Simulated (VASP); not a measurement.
The system is In.

```
In
1.0
     3.37691    0.00000    0.00000
     0.24723    3.36784    0.00000
    -1.81207   -1.68392    2.29876
In
1
Direct
  0.00000 0.00000 0.00000
```

Base run:

- Program: VASP 6.6.1
- Functional: LDA
- Potentials or basis: VASP PAW LDA potentials, release 64 (In_d)
- Cutoff: 520 eV
- k mesh: 10 × 10 × 10
- Occupations: fermi-dirac, width 0.1 eV
- Spin: no spin polarisation

Its results: pressure -2.6 GPa.

**Question.** The run is repeated on the same cell with these changes: k mesh from 10 × 10 × 10 to 6 × 6 × 6. What comes out?

**Answer.** Pressure -3.1 GPa.

Caveats: some runs use coarse meshes.
